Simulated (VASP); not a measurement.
# Al5O8 (a cell with a defect) in VASP: single point with HSE06

Aim: the single point of Al5O8 (a cell with a defect) with HSE06.

Everything below comes from runs of VASP 6.6.1. Logs are shortened: lines on timing, memory, paths and dates and some standing lists are left out, and cuts for length are marked.

### 1 The cell of the first run

The cell holds a defect, 39 atoms: a = 5.139 Å, b = 10.279 Å, c = 10.279 Å, α = 55.35°, β = 55.35°, γ = 55.35°.

### 2 Single point, HSE06

File POSCAR:

```
Al5O8
1.0
    2.3869660000      1.3781150000      4.3378590000
   -4.7739310000      2.7562300000      8.6757180000
    0.0000000000     -5.5124610000      8.6757180000
Al O
15 24
Direct
    0.8432250000      0.4307570000      0.9254700000
    0.8495380000      0.9259010000      0.4268350000
    0.3553430000      0.6731720000      0.6789450000
    0.6517000000      0.8245490000      0.8228240000
    0.8618160000      0.9232100000      0.9226660000
    0.3509100000      0.1750440000      0.1739610000
    0.1479220000      0.0765230000      0.0726630000
    0.6524770000      0.3312120000      0.3357060000
    0.3585850000      0.1757210000      0.6699510000
    0.3397370000      0.6772220000      0.1746290000
    0.1413400000      0.0953670000      0.5619390000
    0.1267470000      0.5623990000      0.0976270000
    0.6478720000      0.3280790000      0.8174840000
    0.6527140000      0.8194040000      0.3242520000
    0.1896220000      0.5652100000      0.5639920000
    0.5598220000      0.9623910000      0.6285470000
    0.7565860000      0.7215520000      0.5269320000
    0.2563080000      0.7850200000      0.9648800000
    0.9335510000      0.6279740000      0.7819360000
    0.4366930000      0.5300410000      0.8818350000
    0.9503760000      0.1218960000      0.2760060000
    0.7507110000      0.2215710000      0.0255890000
    0.4473740000      0.0266710000      0.3725130000
    0.9435570000      0.1250990000      0.7793570000
    0.9430470000      0.6443880000      0.2597540000
    0.7501460000      0.2091810000      0.5343820000
    0.7481140000      0.7235490000      0.0268270000
    0.0594310000      0.8764640000      0.7200740000
    0.5541680000      0.4709180000      0.1254910000
    0.2873270000      0.2635800000      0.4744400000
    0.0624120000      0.3680140000      0.2094060000
    0.5272160000      0.4796410000      0.6391430000
    0.5604050000      0.9743750000      0.1208420000
    0.4447210000      0.0288930000      0.8739500000
    0.4214520000      0.5359860000      0.3673850000
    0.0540440000      0.3759960000      0.7224200000
    0.0586700000      0.8799420000      0.2189750000
    0.2510710000      0.2763980000      0.9671740000
    0.2498590000      0.7802780000      0.4709500000
```

File INCAR.step1:

```
ALGO = Normal ; EDIFF = 1E-5
ENCUT = 520 ; GGA = PE
GGA_COMPAT = False ; ISIF = 2
ISMEAR = -1 ; ISYM = 0
LASPH = True ; LCHARG = False
LREAL = Auto ; LWAVE = True
NBANDS = 120 ; NELECT = 192.0
NELM = 120 ; PREC = Accurate
SIGMA = 0.05
```

File INCAR.step2:

```
ALGO = Normal ; EDIFF = 1E-6
ENCUT = 520 ; GGA = PE
GGA_COMPAT = False ; HFSCREEN = 0.2079
ISIF = 2 ; ISMEAR = -1
ISTART = 1 ; ISYM = 0
LASPH = True ; LCHARG = False
LHFCALC = True ; LREAL = Auto
LWAVE = False ; NBANDS = 120
NELECT = 192.0 ; NELM = 120
PREC = Accurate ; PRECFOCK = Fast
SIGMA = 0.05
```

File KPOINTS:

```
Automatic mesh
0
Gamma
  1 1 1
  0.25 0.25 0.25
```

Potentials or basis: VASP PAW PBE potentials, release 64 (Al, O).

Run with:

```bash
> cat potpaw_PBE.64/Al/POTCAR potpaw_PBE.64/O/POTCAR > POTCAR
> cp INCAR.step1 INCAR
> mpirun -np 1 vasp_std > vasp.out
> cp INCAR.step2 INCAR
> mpirun -np 1 vasp_std > vasp.out
```

OUTCAR:

```text
EDIFF = 1E-6
   ENCUT = 520
   GGA = PE
   HFSCREEN = 0.2079
   ISIF = 2
   ISMEAR = -1
   ISTART = 1
   ISYM = 0
   LASPH = True
   LHFCALC = True
   LREAL = Auto
   NELECT = 192.0
   NELM = 120
   PREC = Accurate
   PRECFOCK = Fast

 ion  position               nearest neighbor table
   1  0.843  0.431  0.925-  19 1.84  29 1.84  38 1.89  20 1.93  36 1.98  22 2.00  13 2.68   7 2.82
                            12 2.86  15 2.88   4 3.20  13 3.26
   2  0.850  0.926  0.427-  16 1.84  21 1.86  39 1.86  17 1.96  23 1.97  37 1.98  14 2.67   7 2.82
                            11 2.83  15 2.88   4 3.22  14 3.25   8 3.33
   3  0.355  0.673  0.679-  32 1.85  20 1.87  28 1.88  17 1.89  19 2.00  39 2.01  15 2.66  13 2.74
                             4 2.80  14 2.82
   4  0.652  0.825  0.823-  19 1.82  16 1.82  18 1.82  27 1.96  34 1.97  28 1.98   5 2.63   3 2.80
                             9 2.80  10 2.81   1 3.20   5 3.21   2 3.22
   5  0.862  0.923  0.923-  18 1.83  24 1.86  33 1.88  28 1.94  27 1.96  34 1.99   4 2.63   7 2.84
                            12 2.88  11 2.88   4 3.21  14 3.25  13 3.28
   6  0.351  0.175  0.174-  31 1.77  23 1.87  22 1.87  33 1.95  21 1.95  38 2.00   7 2.61   8 2.81
                            14 2.83  13 2.84  12 3.17  11 3.18   7 3.24
   7  0.148  0.077  0.073-  37 1.84  22 1.86  34 1.87  38 1.93  21 1.94  33 1.98   6 2.61   2 2.82
                             1 2.82   5 2.84   6 3.24  10 3.26   9 3.27
   8  0.652  0.331  0.336-  30 1.83  35 1.86  31 1.87  26 1.88  29 1.97  21 2.01   9 2.69  10 2.79
                             6 2.81  15 3.24  12 3.28  11 3.30   2 3.33
   9  0.359  0.176  0.670-  26 1.78  30 1.84  34 1.89  36 1.90  24 1.99  16 2.01  11 2.58   8 2.69
                             4 2.80  13 2.83  15 3.18  11 3.21   7 3.27
  10  0.340  0.677  0.175-  35 1.79  25 1.86  37 1.88  27 1.90  18 1.96  29 1.97  12 2.60  14 2.74
                             8 2.79   4 2.81  15 3.19  12 3.22   7 3.26
  11  0.141  0.095  0.562-  26 1.76  30 1.82  23 1.89  24 1.99  28 2.01  16 2.06   9 2.58   2 2.83
                             5 2.88   6 3.18   9 3.21   8 3.30
  12  0.127  0.562  0.098-  31 1.77  25 1.81  27 1.91  20 1.95  29 1.96  18 2.17  10 2.60   1 2.86
                             5 2.88   6 3.17  10 3.22   8 3.28
  13  0.648  0.328  0.817-  32 1.77  24 1.86  38 1.88  36 1.96  22 2.00  20 2.03   1 2.68   3 2.74
                             9 2.83   6 2.84   1 3.26   5 3.28
  14  0.653  0.819  0.324-  25 1.76  39 1.85  33 1.90  17 1.98  23 1.99  37 2.01   2 2.67  10 2.74
                             3 2.82   6 2.83   2 3.25   5 3.25
  15  0.190  0.565  0.564-  35 1.77  32 1.84  36 1.89  17 1.97  39 1.98  19 2.12   3 2.66   2 2.88
                             1 2.88   9 3.18  10 3.19   8 3.24
  16  0.560  0.962  0.629-   4 1.82   2 1.84   9 2.01  11 2.06
  17  0.757  0.722  0.527-   3 1.89   2 1.96  15 1.97  14 1.98
  18  0.256  0.785  0.965-   4 1.82   5 1.83  10 1.96  12 2.17
  19  0.934  0.628  0.782-   4 1.82   1 1.84   3 2.00  15 2.12
  20  0.437  0.530  0.882-   3 1.87   1 1.93  12 1.95  13 2.03
  21  0.950  0.122  0.276-   2 1.86   7 1.94   6 1.95   8 2.01
  22  0.751  0.222  0.026-   7 1.86   6 1.87   1 2.00  13 2.00
  23  0.447  0.027  0.373-   6 1.87  11 1.89   2 1.97  14 1.99
  24  0.944  0.125  0.779-  13 1.86   5 1.86   9 1.99  11 1.99
  25  0.943  0.644  0.260-  14 1.76  12 1.81  10 1.86
  26  0.750  0.209  0.534-  11 1.76   9 1.78   8 1.88
  27  0.748  0.724  0.027-  10 1.90  12 1.91   4 1.96   5 1.96
  28  0.059  0.876  0.720-   3 1.88   5 1.94   4 1.98  11 2.01
  29  0.554  0.471  0.125-   1 1.84  12 1.96   8 1.97  10 1.97
  30  0.287  0.264  0.474-  11 1.82   8 1.83   9 1.84
  31  0.062  0.368  0.209-   6 1.77  12 1.77   8 1.87
  32  0.527  0.480  0.639-  13 1.77  15 1.84   3 1.85
  33  0.560  0.974  0.121-   5 1.88  14 1.90   6 1.95   7 1.98
  34  0.445  0.029  0.874-   7 1.87   9 1.89   4 1.97   5 1.99
  35  0.421  0.536  0.367-  15 1.77  10 1.79   8 1.86
  36  0.054  0.376  0.722-  15 1.89   9 1.90  13 1.96   1 1.98
  37  0.059  0.880  0.219-   7 1.84  10 1.88   2 1.98  14 2.01
  38  0.251  0.276  0.967-  13 1.88   1 1.89   7 1.93   6 2.00
  39  0.250  0.780  0.471-  14 1.85   2 1.86  15 1.98   3 2.01

IMPORTANT INFORMATION: All symmetrisations will be switched off!
NOSYMM: (Re-)initialisation of all symmetry stuff for point group C_1.

----------------------------------------------------------------------------------------

                                     Primitive cell

  volume of cell :     342.4667

  direct lattice vectors                    reciprocal lattice vectors
     2.386966000  1.378115000  4.337859000     0.209470957  0.120938114  0.076842820
    -4.773931000  2.756230000  8.675718000    -0.104735479  0.060469070  0.038421418
     0.000000000 -5.512461000  8.675718000     0.000000000 -0.120938127  0.038421407

  length of vectors
     5.139438524 10.278876584 10.278876840     0.253789141  0.126894579  0.126894582

  position of ions in fractional coordinates (direct lattice)
     0.843225000  0.430757000  0.925470000
     0.849538000  0.925901000  0.426835000
     0.355343000  0.673172000  0.678945000
     0.651700000  0.824549000  0.822824000
     0.861816000  0.923210000  0.922666000
     0.350910000  0.175044000  0.173961000
[... 31 lines left out ...]
     0.251071000  0.276398000  0.967174000
     0.249859000  0.780278000  0.470950000

  ion indices of the primitive-cell ions
   primitive index   ion index
                 1           1
                 2           2
                 3           3
                 4           4
                 5           5
                 6           6
[... 31 lines left out ...]
                38          38
                39          39

----------------------------------------------------------------------------------------

 KPOINTS: Automatic mesh

Automatic generation of k-mesh.
 Grid dimensions read from file:
 generate k-points for:    1    1    1

 Generating k-lattice:

  Cartesian coordinates                     Fractional coordinates (reciprocal lattice)
     0.209470957  0.120938114  0.076842820     1.000000000  0.000000000  0.000000000
    -0.104735479  0.060469070  0.038421418     0.000000000  1.000000000  0.000000000
     0.000000000 -0.120938127  0.038421407     0.000000000  0.000000000  1.000000000

  Length of vectors
     0.253789141  0.126894579  0.126894582

  Shift w.r.t. Gamma in fractional coordinates (k-lattice)
     0.250000000  0.250000000  0.250000000

 Subroutine IBZKPT returns following result:
 ===========================================

 Found      1 irreducible k-points:

 Following reciprocal coordinates:
            Coordinates               Weight
  0.250000  0.250000  0.250000      2.000000
   k-points           NKPTS =      1   k-points in BZ     NKDIM =      2   number of bands    NBANDS=    120
   number of dos      NEDOS =    301   number of ions     NIONS =     39
   total plane-waves  NPLWV = 256000
   dimension x,y,z NGX =    40 NGY =   80 NGZ =   80
   dimension x,y,z NGXF=    80 NGYF=  160 NGZF=  160
   ions per type =              15  24
   NGX,Y,Z   is equivalent  to a cutoff of  12.94, 12.94, 12.94 a.u.
   NGXF,Y,Z  is equivalent  to a cutoff of  25.88, 25.88, 25.88 a.u.
 SYSTEM =  unknown system
   PREC   = accura    normal or accurate (medium, high low for compatibility)
   ISTART =      1    job   : 0-new  1-cont  2-samecut
   ICHARG =      0    charge: 1-file 2-atom 10-const
   ISPIN  =      1    spin polarized calculation?
   LNONCOLLINEAR =      F non collinear calculations
   LSORBIT =      F    spin-orbit coupling
   LASPH  =      T    aspherical Exc in radial PAW
   ENCUT  =  520.0 eV  38.22 Ry    6.18 a.u.   9.56 19.11 19.11*2*pi/ulx,y,z
   NELM   =    120;   NELMIN=  2; NELMDL=  0     # of ELM steps
   EDIFF  = 0.1E-05   stopping-criterion for ELM
   LREAL  =      T    real-space projection
   EDIFFG = 0.1E-04   stopping-criterion for IOM
   NSW    =      0    number of steps for IOM
   IBRION =     -1    ionic relax: 0-MD 1-quasi-New 2-CG
   NFREE  =      0    steps in history (QN), initial steepest desc. (CG)
   ISIF   =      2    stress and relaxation
   ISYM   =      0    0-nonsym 1-usesym 2-fastsym
   POTIM  = 0.5000    time-step for ionic-motion
   TEBEG  =    0.0;   TEEND  =   0.0 temperature during run
   PSTRESS=    0.0 pullay stress
   NELECT =     192.0000    total number of electrons
   NUPDOWN=      -1.0000    fix difference up-down
   EMIN   =  10.00;   EMAX   =-10.00  energy-range for DOS
   EFERMI =   0.00;   METHOD = LEGACY
   ISMEAR =    -1;   SIGMA  =   0.05  broadening in eV -4-tet -1-fermi 0-gaus
   EFERMI_NEDOS =   21; number of points for ismear=-14 and -15
   IALGO  =     38    algorithm
   IMIX   =      1    mixing-type and parameters
     AMIX     =   0.40;   BMIX     =  1.00
     AMIX_MAG =   1.60;   BMIX_MAG =  1.00
  volume/ion in A,a.u.               =       8.78        59.26
  Fermi-wavevector in a.u.,A,eV,Ry     =   1.349903  2.550946 24.793042  1.822237
  Thomas-Fermi vector in A             =   2.477451
   LORBIT       =      0    0 simple, 1 ext, 2 COOP (PROOUT), +10 PAW based schemes
   GGA     = PE    functional components
   LHFCALC =     T    Hartree Fock is set to
   PRECFOCK=fast      Normal, Fast or Accurate (Low or Medium for compatibility)
   ENCUT4O =  -1.0   cutoff for four orbital integrals eV
   NKREDX  =     1    reduce k-point grid by
   NKREDY  =     1    reduce k-point grid by
   NKREDZ  =     1    reduce k-point grid by
   AEXX    =    0.2500 exact exchange contribution
   HFSCREEN=    0.2079 screening length (either q_TF or 0.3 A-1)
   HFSCREENC=   0.2079 screening length for correlation (either q_TF or 0.3 A-1)
   ENCUTFOCK=  -1.0 apply spherical cutoff to Coloumb kernel
   IVDW    =     0    specifies the selected vdW correction
   LEPSILON=     F    determine dielectric tensor
   LRPA    =     F    only Hartree local field effects (RPA)
 non-spin polarized calculation
  energy-cutoff  :      520.00
  volume of cell :      342.47
 maximum number of plane-waves:      9228
 NGX is ok and might be reduce to    40
  NGX = 20; NGY = 40; NGZ = 40

 number of electron     192.0000005 magnetization

 Free energy of the ion-electron system (eV)
  ---------------------------------------------------
  ext. energy  EPLUGINS =         0.00000000
  ---------------------------------------------------
  free energy    TOTEN  =      -327.38280885 eV

  energy without entropy =     -327.38280885  energy(sigma->0) =     -327.38280885

 E-fermi :   6.2858     XC(G=0):  -9.4693

 val. band max:        5.0175459264   @ k =   0.2500   0.2500   0.2500
 cond. band min:      13.1236714570   @ k =   0.2500   0.2500   0.2500
 fundamental gap:      8.1061255306
 Fermi energy:         6.2857708187

 k-point     1 :       0.2500    0.2500    0.2500
  band No.  band energies     occupation
      1     -16.5327      2.00000
      2     -15.5379      2.00000
      3     -15.5297      2.00000
      4     -15.3997      2.00000
      5     -15.2476      2.00000
      6     -15.1540      2.00000
[... 100 lines left out ...]
    107      16.3679      0.00000
    108      16.4371      0.00000
 [bands above 108 left out]

------------------------ aborting loop because EDIFF is reached ----------------------------------------

  FORCE on cell =-STRESS in cart. coord.  units (eV):
  Direction    XX          YY          ZZ          XY          YZ          ZX
  --------------------------------------------------------------------------------------
  -------------------------------------------------------------------------------------
  Total       30.1784075     28.1767337     37.1962813     -0.6215131      0.0703862     -0.2581027
  in kB      141.1849904    131.8204705    174.0170225     -2.9076527      0.3292909     -1.2074933
  external PRESSURE =     149.0074945 kB  Pullay stress =       0.0000000 kB

 VOLUME and BASIS-vectors are now :
 -----------------------------------------------------------------------------
  energy-cutoff  :      520.00
  volume of cell :      342.47
      direct lattice vectors                 reciprocal lattice vectors
     2.386966000  1.378115000  4.337859000     0.209470957  0.120938114  0.076842820
    -4.773931000  2.756230000  8.675718000    -0.104735479  0.060469070  0.038421418
     0.000000000 -5.512461000  8.675718000     0.000000000 -0.120938127  0.038421407

 POSITION                                       TOTAL-FORCE (eV/Angst)
 -----------------------------------------------------------------------------------
     -0.04365     -2.75229     15.42403        -0.028973     -0.000169     -0.020553
     -2.39237      1.36985     15.42113         0.016438     -0.012996     -0.020443
     -2.36549     -1.39754     13.27201         0.042541      0.014056     -0.043863
     -2.38075     -1.36502     17.11913         0.009104     -0.011310     -0.016559
     -2.35022     -1.35390     19.75274         0.015066      0.016882     -0.008358
      0.00196      0.00710      4.55007        -0.036911     -0.015692      0.006635
[... 31 lines left out ...]
     -0.72021     -4.22369     11.87799        -0.011142     -0.004356      0.002313
     -3.12859     -0.10113     11.93915        -0.012586      0.038478     -0.004060
 -----------------------------------------------------------------------------------
    total drift:                               -0.007303      0.006505      0.000765

  FREE ENERGIE OF THE ION-ELECTRON SYSTEM (eV)
  ---------------------------------------------------
  free  energy   TOTEN  =      -327.3828088476 eV

  energy  without entropy=     -327.3828088476  energy(sigma->0) =     -327.38280885
```

It took 19 min on 1 thread of Intel Xeon Platinum 8259CL at 2.50GHz (Skylake/Cascade Lake), shared host; peak memory 0.73 GiB.

What came out:

| Property | Result |
| --- | --- |
| Free energy | -327.3828 eV |
| Largest force | 0.223 eV/Å |

Forces in eV/Å, atoms in the order of the input:
```
Al  -0.029  0.000 -0.021
Al   0.016 -0.013 -0.020
Al   0.043  0.014 -0.044
Al   0.009 -0.011 -0.017
Al   0.015  0.017 -0.008
Al  -0.037 -0.016  0.007
Al  -0.007 -0.011  0.014
Al  -0.041 -0.027  0.089
Al  -0.015  0.070 -0.022
Al   0.010 -0.080 -0.027
Al  -0.087  0.058  0.019
Al   0.020 -0.104  0.019
Al   0.011  0.045 -0.012
Al   0.032 -0.028 -0.013
Al   0.073  0.052  0.000
O    0.038  0.030  0.035
O   -0.039 -0.001 -0.011
O   -0.041  0.040  0.037
O   -0.028 -0.059  0.035
O    0.005  0.029 -0.004
O    0.071 -0.004 -0.035
O    0.018 -0.023 -0.001
O   -0.011  0.017  0.006
O   -0.019 -0.009  0.003
O   -0.057  0.193  0.094
O    0.067 -0.082 -0.082
O   -0.010  0.007  0.004
O    0.027 -0.055 -0.021
O   -0.015  0.071 -0.045
O    0.185 -0.093  0.071
O    0.048  0.082 -0.071
O   -0.126 -0.160  0.091
O    0.000  0.003 -0.004
O   -0.018 -0.007 -0.001
O   -0.079 -0.021 -0.073
O    0.002  0.000  0.001
O   -0.005  0.043  0.009
O   -0.011 -0.004  0.002
O   -0.013  0.038 -0.004
```

Levels at points of the mesh, in eV from the Fermi level:
| k point | band 92 | band 93 | band 94 | band 95 | band 96 | band 97 | band 98 | band 99 | band 100 | band 101 |
| --- | --- | --- | --- | --- | --- | --- | --- | --- | --- | --- |
| (0.25, 0.25, 0.25) | -1.91 | -1.85 | -1.71 | -1.44 | -1.27 | 6.84 | 9.07 | 9.21 | 9.33 | 9.34 |

Caveat: the k points lie up to 1.23 Å⁻¹ apart, too coarse for converged energies, forces and pressures; the cell carries a net charge on a neutralising background, which shifts energy and pressure; the cell is charged against a uniform background, so pressure and absolute levels hang on convention; the PAW data sets were made with another functional, which shifts forces and pressure a little.
